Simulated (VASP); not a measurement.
# Pb3F2 (P4/mbm) in VASP: a series of runs

The runs below take Pb3F2 through single point, with PBE, PBEsol, RPBE.

Program: VASP 6.6.1. These are calculated values, not measurements. Logs are shortened: lines on timing, memory, paths and dates and some standing lists are left out, and cuts for length are marked.

### Step 1. The cell of the first run

Symmetry: P4/mbm, No. 127, tetragonal system. The conventional cell has a = 7.577 Å, b = 7.577 Å, c = 4.422 Å, α = 90.00°, β = 90.00°, γ = 90.00°. Within 3.6 Å of Pb (site symmetry m2m) lie 3 Pb at 2.76 to 2.98 Å and 6 F at 3.06 to 3.20 Å. Within 3.9 Å of Pb (site symmetry 4/m) lie 4 Pb at 2.98 Å and 8 F at 3.57 Å. F (site symmetry m2m) has 10 Pb at 3.06 to 3.57 Å and 5 F at 3.72 to 3.96 Å within 4.0 Å.

### Step 2. Single point, PBE

INCAR

```
PREC = Accurate
ENCUT = 520
EDIFF = 1E-6
ISMEAR = -1
SIGMA = 0.1
LREAL = F
LASPH = T
NELM = 60
ALGO = Normal
ISIF = 2
LWAVE = F
LCHARG = T
GGA = PE
LELF = T
LVHAR = T
NBANDS = 67
```

KPOINTS

```
regular mesh
0
Gamma
  3 3 4
```

POSCAR

```
Pb3F2
1.0
    7.5773060000      0.0000000000      0.0000000000
    0.0000000000      7.5773060000      0.0000000000
    0.0000000000      0.0000000000      4.4221330000
Pb F
6 4
Direct
    0.3714000000      0.8714000000      0.5000000000
    0.1286000000      0.3714000000      0.5000000000
    0.6286000000      0.1286000000      0.5000000000
    0.8714000000      0.6286000000      0.5000000000
    0.0000000000      0.0000000000      0.5000000000
    0.5000000000      0.5000000000      0.5000000000
    0.1734000000      0.6734000000      0.0000000000
    0.3266000000      0.1734000000      0.0000000000
    0.8266000000      0.3266000000      0.0000000000
    0.6734000000      0.8266000000      0.0000000000
```

Potentials or basis: VASP PAW PBE potentials, release 64 (Pb_d, F).

The run is started by

```
cat potpaw_PBE.64/Pb_d/POTCAR potpaw_PBE.64/F/POTCAR > POTCAR
mpirun -np 1 vasp_std > vasp.out
```

OUTCAR:

```text
PREC = Accurate
   ENCUT = 520
   EDIFF = 1E-6
   ISMEAR = -1
   LREAL = F
   LASPH = T
   NELM = 60
   ISIF = 2
   GGA = PE

 ion  position               nearest neighbor table
   1  0.371  0.871  0.500-   3 2.76   5 2.98   6 2.98
   2  0.129  0.371  0.500-   4 2.76   5 2.98   6 2.98
   3  0.629  0.129  0.500-   1 2.76   5 2.98   6 2.98
   4  0.871  0.629  0.500-   2 2.76   5 2.98   6 2.98
   5  0.000  0.000  0.500-   1 2.98   2 2.98   3 2.98   4 2.98
   6  0.500  0.500  0.500-   1 2.98   2 2.98   3 2.98   4 2.98
   7  0.173  0.673  0.000-
   8  0.327  0.173  0.000-
   9  0.827  0.327  0.000-
  10  0.673  0.827  0.000-

  LATTYP: Found a simple tetragonal cell.
 ALAT       =     7.5773060000
 C/A-ratio  =     0.5836022724

  Lattice vectors:

 A1 = (   7.5773060000,   0.0000000000,   0.0000000000)
 A2 = (   0.0000000000,   7.5773060000,   0.0000000000)
 A3 = (   0.0000000000,   0.0000000000,   4.4221330000)

Analysis of symmetry for initial positions (statically):
=====================================================================
 Subroutine PRICEL returns:
 Original cell was already a primitive cell.

 Routine SETGRP: Setting up the symmetry group for a
 simple tetragonal supercell.

 Subroutine GETGRP returns: Found 16 space group operations
 (whereof  8 operations were pure point group operations)
 out of a pool of 16 trial point group operations.

The static configuration has the point symmetry C_4h.
 The point group associated with its full space group is D_4h.

Analysis of symmetry for dynamics (positions and initial velocities):
=====================================================================
 Subroutine PRICEL returns:
 Original cell was already a primitive cell.

 Routine SETGRP: Setting up the symmetry group for a
 simple tetragonal supercell.

 Subroutine GETGRP returns: Found 16 space group operations
 (whereof  8 operations were pure point group operations)
 out of a pool of 16 trial point group operations.

The dynamic configuration has the point symmetry C_4h.
 The point group associated with its full space group is D_4h.

 Subroutine INISYM returns: Found 16 space group operations
 (whereof  8 operations are pure point group operations),
 and found     1 'primitive' translations

----------------------------------------------------------------------------------------

[... 98 lines left out ...]
   ISIF   =      2    stress and relaxation
   ISYM   =      2    0-nonsym 1-usesym 2-fastsym
   POTIM  = 0.5000    time-step for ionic-motion
   TEBEG  =    0.0;   TEEND  =   0.0 temperature during run
   PSTRESS=    0.0 pullay stress
   NELECT =     112.0000    total number of electrons
   NUPDOWN=      -1.0000    fix difference up-down
   EMIN   =  10.00;   EMAX   =-10.00  energy-range for DOS
   EFERMI =   0.00;   METHOD = LEGACY
   ISMEAR =    -1;   SIGMA  =   0.10  broadening in eV -4-tet -1-fermi 0-gaus
   EFERMI_NEDOS =   21; number of points for ismear=-14 and -15
   IALGO  =     38    algorithm
   IMIX   =      4    mixing-type and parameters
     AMIX     =   0.40;   BMIX     =  1.00
     AMIX_MAG =   1.60;   BMIX_MAG =  1.00
  volume/ion in A,a.u.               =      25.39       171.34
  Fermi-wavevector in a.u.,A,eV,Ry     =   1.246217  2.355009 21.130622  1.553057
  Thomas-Fermi vector in A             =   2.380404
   LORBIT       =      0    0 simple, 1 ext, 2 COOP (PROOUT), +10 PAW based schemes
   GGA     = PE    functional components
   LHFCALC =     F    Hartree Fock is set to
   AEXX    =    0.0000 exact exchange contribution
   IVDW    =     0    specifies the selected vdW correction
   LEPSILON=     F    determine dielectric tensor
   LRPA    =     F    only Hartree local field effects (RPA)
 non-spin polarized calculation
  energy-cutoff  :      520.00
  volume of cell :      253.90
 maximum number of plane-waves:      6893
   NGX = 29   NGY = 29   NGZ = 17

 number of electron     112.0000017 magnetization

 Free energy of the ion-electron system (eV)
  ---------------------------------------------------
  ext. energy  EPLUGINS =         0.00000000
  ---------------------------------------------------
  free energy    TOTEN  =       -36.04472169 eV

  energy without entropy =      -35.92097829  energy(sigma->0) =      -35.98284999

 E-fermi :   4.3646     XC(G=0):  -9.2177

 val. band max:        4.3630060753   @ k =   0.3333   0.0000   0.5000
 cond. band min:       4.4008395614   @ k =   0.3333   0.3333   0.5000
 fundamental gap:      0.0378334861
 Fermi energy:         4.3646045906

 k-point     1 :       0.0000    0.0000    0.0000
  band No.  band energies     occupation
      1     -17.2105      2.00000
      2     -17.1771      2.00000
      3     -17.1771      2.00000
      4     -17.1756      2.00000
      5     -13.3715      2.00000
      6     -13.3224      2.00000
[... 619 lines left out ...]
     66       9.1816      0.00000
     67       9.7808      0.00000

------------------------ aborting loop because EDIFF is reached ----------------------------------------

  FORCE on cell =-STRESS in cart. coord.  units (eV):
  Direction    XX          YY          ZZ          XY          YZ          ZX
  --------------------------------------------------------------------------------------
  -------------------------------------------------------------------------------------
  Total        8.0405243      8.0405243     -9.2806233      0.0000000     -0.0000000     -0.0000000
  in kB       50.7380182     50.7380182    -58.5633990      0.0000000     -0.0000000     -0.0000000
  external PRESSURE =      14.3042125 kB  Pullay stress =       0.0000000 kB

 VOLUME and BASIS-vectors are now :
 -----------------------------------------------------------------------------
  energy-cutoff  :      520.00
  volume of cell :      253.90
      direct lattice vectors                 reciprocal lattice vectors
     7.577306000  0.000000000  0.000000000     0.131973026  0.000000000  0.000000000
     0.000000000  7.577306000  0.000000000     0.000000000  0.131973026  0.000000000
     0.000000000  0.000000000  4.422133000     0.000000000  0.000000000  0.226135216

 POSITION                                       TOTAL-FORCE (eV/Angst)
 -----------------------------------------------------------------------------------
      2.81421      6.60286      2.21107        -1.301476     -1.301476      0.000000
      0.97444      2.81421      2.21107         1.301476     -1.301476     -0.000000
      4.76309      0.97444      2.21107         1.301476      1.301476     -0.000000
      6.60286      4.76309      2.21107        -1.301476      1.301476      0.000000
      0.00000      0.00000      2.21107         0.000000      0.000000      0.000000
      3.78865      3.78865      2.21107         0.000000      0.000000      0.000000
      1.31390      5.10256      0.00000        -0.054073     -0.054073      0.000000
      2.47475      1.31390      0.00000         0.054073     -0.054073      0.000000
      6.26340      2.47475      0.00000         0.054073      0.054073      0.000000
      5.10256      6.26340      0.00000        -0.054073      0.054073     -0.000000
 -----------------------------------------------------------------------------------
    total drift:                                0.000000      0.000000     -0.000000

  FREE ENERGIE OF THE ION-ELECTRON SYSTEM (eV)
  ---------------------------------------------------
  free  energy   TOTEN  =       -36.0447216869 eV

  energy  without entropy=      -35.9209782931  energy(sigma->0) =      -35.98284999
```

stdout:

```text
POSCAR found type information on POSCAR PbF
 POSCAR found :  2 types and      10 ions
 scaLAPACK will be used
 LDA part: xc-table for (Slater+PW92), standard interpolation
 POSCAR, INCAR and KPOINTS ok, starting setup
 FFT: planning ... GRIDC
 FFT: planning ... GRID_SOFT
 FFT: planning ... GRID
 WAVECAR not read
 entering main loop
```

Wall time 2 min (1 thread of Intel Xeon Platinum 8559C (Emerald Rapids), shared host); peak memory 0.37 GiB.

What came out:

```
Free energy            : -36.0447 eV
Pressure               : 1.4 GPa
Largest force          : 1.841 eV/Å
Band gap on the k mesh : zero (bands 56 and 57 overlap by 1.65 eV)
```

Forces in eV/Å, atoms in the order of the input:
```
Pb  -1.301 -1.301  0.000
Pb   1.301 -1.301  0.000
Pb   1.301  1.301  0.000
Pb  -1.301  1.301  0.000
Pb   0.000  0.000  0.000
Pb   0.000  0.000  0.000
F   -0.054 -0.054  0.000
F    0.054 -0.054  0.000
F    0.054  0.054  0.000
F   -0.054  0.054  0.000
```

Levels at points of the mesh, in eV from the Fermi level:
```
           k point  band 53  band 54  band 55  band 56  band 57  band 58  band 59  band 60
(0.00, 0.00, 0.00)    -1.99    -1.99    -0.89     1.18     1.66     1.83     2.12     2.53
(0.00, 0.00, 0.50)    -1.78    -1.39    -1.39     0.29     0.54     1.41     1.50     1.85
```

Caveat: the stress differs along the axes, from -6 to 5 GPa; spin-orbit coupling is left out, which moves the levels of the heavy elements; forces of over 1 eV/Å act on the atoms, so gaps and moduli don't describe the material at rest.

### Step 3. Single point, PBE

INCAR

```
SYSTEM = Pb3F2
PREC     = Accurate       ! precision mode
ENCUT    = 520            ! plane-wave cutoff, eV
EDIFF    = 1E-6           ! SCF threshold, eV
ISMEAR   = -1             ! smearing method
SIGMA    = 0.1            ! smearing width, eV
LREAL    = .FALSE.        ! projectors in reciprocal space
LASPH    = .TRUE.         ! aspherical terms in the spheres
NELM     = 80             ! most SCF steps
ALGO     = Normal         ! electronic algorithm
ISIF     = 2              ! what is computed and relaxed
LWAVE    = .FALSE.        ! write WAVECAR
LCHARG   = .FALSE.        ! write CHGCAR
GGA      = PE             ! functional
NBANDS   = 67             ! bands
```

KPOINTS

```
Automatic mesh
0
G
  3 3 4
  0 0 0
```

POSCAR is that of step 2.

Potentials or basis: VASP PAW PBE potentials, release 64 (Pb_d, F).

The run is started by

```
cat potpaw_PBE.64/Pb_d/POTCAR potpaw_PBE.64/F/POTCAR > POTCAR
mpirun -np 1 vasp_std > vasp.out
```

OUTCAR:

```text
SYSTEM = Pb3F2
   PREC = Accurate
   ENCUT = 520
   EDIFF = 1E-6
   ISMEAR = -1
   LREAL = .FALSE.
   LASPH = .TRUE.
   NELM = 80
   ISIF = 2
   GGA = PE

 ion  position               nearest neighbor table
   1  0.371  0.871  0.500-   3 2.76   5 2.98   6 2.98
   2  0.129  0.371  0.500-   4 2.76   5 2.98   6 2.98
   3  0.629  0.129  0.500-   1 2.76   5 2.98   6 2.98
   4  0.871  0.629  0.500-   2 2.76   5 2.98   6 2.98
   5  0.000  0.000  0.500-   1 2.98   2 2.98   3 2.98   4 2.98
   6  0.500  0.500  0.500-   1 2.98   2 2.98   3 2.98   4 2.98
   7  0.173  0.673  0.000-
[... 833 lines left out ...]
  in kB       50.7380182     50.7380182    -58.5633990      0.0000000     -0.0000000     -0.0000000
  external PRESSURE =      14.3042125 kB  Pullay stress =       0.0000000 kB

 VOLUME and BASIS-vectors are now :
 -----------------------------------------------------------------------------
  energy-cutoff  :      520.00
  volume of cell :      253.90
      direct lattice vectors                 reciprocal lattice vectors
     7.577306000  0.000000000  0.000000000     0.131973026  0.000000000  0.000000000
     0.000000000  7.577306000  0.000000000     0.000000000  0.131973026  0.000000000
     0.000000000  0.000000000  4.422133000     0.000000000  0.000000000  0.226135216

 POSITION                                       TOTAL-FORCE (eV/Angst)
 -----------------------------------------------------------------------------------
      2.81421      6.60286      2.21107        -1.301476     -1.301476      0.000000
      0.97444      2.81421      2.21107         1.301476     -1.301476     -0.000000
      4.76309      0.97444      2.21107         1.301476      1.301476     -0.000000
      6.60286      4.76309      2.21107        -1.301476      1.301476      0.000000
      0.00000      0.00000      2.21107         0.000000      0.000000      0.000000
      3.78865      3.78865      2.21107         0.000000      0.000000      0.000000
      1.31390      5.10256      0.00000        -0.054073     -0.054073      0.000000
      2.47475      1.31390      0.00000         0.054073     -0.054073      0.000000
      6.26340      2.47475      0.00000         0.054073      0.054073      0.000000
      5.10256      6.26340      0.00000        -0.054073      0.054073     -0.000000
 -----------------------------------------------------------------------------------
    total drift:                                0.000000      0.000000     -0.000000

  FREE ENERGIE OF THE ION-ELECTRON SYSTEM (eV)
  ---------------------------------------------------
  free  energy   TOTEN  =       -36.0447216869 eV

  energy  without entropy=      -35.9209782931  energy(sigma->0) =      -35.98284999
```

stdout:

```text
POSCAR found type information on POSCAR PbF
 POSCAR found :  2 types and      10 ions
 scaLAPACK will be used
 LDA part: xc-table for (Slater+PW92), standard interpolation
 POSCAR, INCAR and KPOINTS ok, starting setup
 FFT: planning ... GRIDC
 FFT: planning ... GRID_SOFT
 FFT: planning ... GRID
 WAVECAR not read
 entering main loop
```

It took 1.9 min on 1 thread of Intel Xeon Platinum 8559C (Emerald Rapids), shared host; peak memory 0.37 GiB.

What came out:

* Free energy: -36.0447 eV
* Pressure: 1.4 GPa
* Largest force: 1.841 eV/Å
* Band gap on the k mesh: zero (bands 56 and 57 overlap by 1.65 eV)

Forces in eV/Å, atoms in the order of the input:
```
Pb  -1.301 -1.301  0.000
Pb   1.301 -1.301  0.000
Pb   1.301  1.301  0.000
Pb  -1.301  1.301  0.000
Pb   0.000  0.000  0.000
Pb   0.000  0.000  0.000
F   -0.054 -0.054  0.000
F    0.054 -0.054  0.000
F    0.054  0.054  0.000
F   -0.054  0.054  0.000
```

Caveat: the stress differs along the axes, from -6 to 5 GPa; spin-orbit coupling is left out, which moves the levels of the heavy elements; forces of over 1 eV/Å act on the atoms, so gaps and moduli don't describe the material at rest.

### Step 4. Single point, PBEsol

INCAR

```
ALGO     = Normal         # electronic algorithm
EDIFF    = 1E-7           # SCF threshold, eV
ENCUT    = 520            # plane-wave cutoff, eV
GGA      = PS             # functional
ISIF     = 2              # what is computed and relaxed
ISMEAR   = -1             # smearing method
LASPH    = T              # aspherical terms in the spheres
LCHARG   = T              # write CHGCAR
LELF     = T              # ELF
LREAL    = F              # projectors in reciprocal space
LVHAR    = T            
LWAVE    = F              # write WAVECAR
NBANDS   = 67             # bands
NELM     = 80             # most SCF steps
PREC     = Accurate       # precision mode
SIGMA    = 0.1            # smearing width, eV
```

KPOINTS

```
k-points
0
Gamma
  3 3 4
```

POSCAR is that of step 3.

The run is started by

```
cat potpaw_PBE.64/Pb_d/POTCAR potpaw_PBE.64/F/POTCAR > POTCAR
mpirun -np 1 vasp_std > vasp.out
```

Wall time 2.2 min (1 thread of Intel Xeon Platinum 8559C (Emerald Rapids), shared host); peak memory 0.37 GiB.

It converged, with:

```yaml
Free_energy: -38.6457 eV
Pressure: -1.3 GPa
Largest_force: 1.760 eV/Å
Band_gap_on_the_k_mesh: zero (bands 56 and 57 overlap by 1.65 eV)
```

Forces on the atoms (eV/Å):
```
Pb  -1.244 -1.244  0.000
Pb   1.244 -1.244  0.000
Pb   1.244  1.244  0.000
Pb  -1.244  1.244  0.000
Pb   0.000  0.000  0.000
Pb   0.000  0.000  0.000
F   -0.053 -0.053  0.000
F    0.053 -0.053  0.000
F    0.053  0.053  0.000
F   -0.053  0.053  0.000
```

Stress tensor (GPa, compression positive):
```
 2.03  0.00  0.00
 0.00  2.03  0.00
 0.00  0.00 -7.91
```

Levels at points of the mesh, in eV from the Fermi level:
| k point | band 53 | band 54 | band 55 | band 56 | band 57 | band 58 | band 59 | band 60 |
| --- | --- | --- | --- | --- | --- | --- | --- | --- |
| (0.00, 0.00, 0.00) | -1.97 | -1.97 | -0.90 | 1.20 | 1.67 | 1.83 | 2.13 | 2.54 |
| (0.00, 0.00, 0.50) | -1.81 | -1.36 | -1.36 | 0.30 | 0.54 | 1.41 | 1.51 | 1.83 |

Caveat: the stress differs along the axes, from -8 to 2 GPa; the PAW data sets were made with another functional, which shifts forces and pressure a little; spin-orbit coupling is left out, which moves the levels of the heavy elements.

### Step 5. Single point, RPBE

INCAR

```
SYSTEM = Pb3F2
  PREC = Accurate
  ENCUT = 520
  EDIFF = 1E-6
  ISMEAR = -1
  SIGMA = 0.1
  LREAL = .FALSE.
  LASPH = .TRUE.
  NELM = 80
  ALGO = Normal
  ISIF = 2
  LWAVE = .FALSE.
  LCHARG = .FALSE.
  GGA = RP
  NBANDS = 67
```

KPOINTS

```
Automatic mesh
0
G
  4 4 5
  0 0 0
```

POSCAR is that of step 4.

The run is started by

```
cat potpaw_PBE.64/Pb_d/POTCAR potpaw_PBE.64/F/POTCAR > POTCAR
mpirun -np 1 vasp_std > vasp.out
```

It took 3.8 min on 1 thread of Intel Xeon Platinum 8559C (Emerald Rapids), shared host; peak memory 0.44 GiB.

Results (log left out):

| Quantity | Value |
| --- | --- |
| Free energy | -32.8598 eV |
| Pressure | 3.6 GPa |
| Largest force | 1.777 eV/Å |
| Band gap on the k mesh | zero (bands 56 and 57 overlap by 1.43 eV) |

Forces on the atoms (eV/Å):
```
Pb  -1.257 -1.257  0.000
Pb   1.257 -1.257  0.000
Pb   1.257  1.257  0.000
Pb  -1.257  1.257  0.000
Pb   0.000  0.000  0.000
Pb   0.000  0.000  0.000
F   -0.049 -0.049  0.000
F    0.049 -0.049  0.000
F    0.049  0.049  0.000
F   -0.049  0.049  0.000
```

Stress tensor (GPa, compression positive):
```
 7.56  0.00  0.00
 0.00  7.56  0.00
 0.00  0.00 -4.27
```

Levels at points of the mesh, in eV from the Fermi level:
| k point | band 53 | band 54 | band 55 | band 56 | band 57 | band 58 | band 59 | band 60 |
| --- | --- | --- | --- | --- | --- | --- | --- | --- |
| (0.00, 0.00, 0.00) | -2.07 | -2.07 | -0.95 | 1.12 | 1.59 | 1.80 | 2.05 | 2.45 |
| (0.50, 0.00, 0.00) | -1.72 | -1.72 | -0.24 | -0.24 | 1.31 | 1.31 | 1.38 | 1.38 |
| (0.50, 0.50, 0.00) | -1.24 | -1.24 | -1.13 | -1.13 | 1.19 | 1.19 | 1.51 | 1.51 |

Caveat: the stress differs along the axes, from -4 to 8 GPa; the PAW data sets were made with another functional, which shifts forces and pressure a little; spin-orbit coupling is left out, which moves the levels of the heavy elements.

### Step 6. Overview

```tsv
level	k mesh	gap on the mesh (eV)	pressure (GPa)	largest force (eV/Å)
PBE	3 × 3 × 4	none	1.4	1.84
PBEsol	3 × 3 × 4	none	-1.3	1.76
RPBE	4 × 4 × 5	none	3.6	1.78
```

Alike in all rows: task single point; potentials or basis VASP PAW PBE potentials, release 64 (Pb_d, F); no spin polarisation; cell as given; cutoff (eV) 520; smearing fermi-dirac 0.1 eV.

The pressure there spans -1.3 GPa (PBEsol) to 3.6 GPa (RPBE); a positive pressure means that this level wants a larger cell, a negative one a smaller.

Caveats: spin-orbit coupling is left out, which moves the levels of the heavy elements; the PAW data sets were made with another functional, which shifts forces and pressure a little (at least some runs); the stress differs along the axes, from -6 to 5 GPa (at least some runs); forces of over 1 eV/Å act on the atoms, so gaps and moduli don't describe the material at rest (at least some runs); the stress differs along the axes, from -8 to 2 GPa (at least some runs); the stress differs along the axes, from -4 to 8 GPa (at least some runs).

Absolute energies hang on the potentials; compare differences alone.

The gap in the log of VASP goes by the Fermi energy; the results here count the filled bands.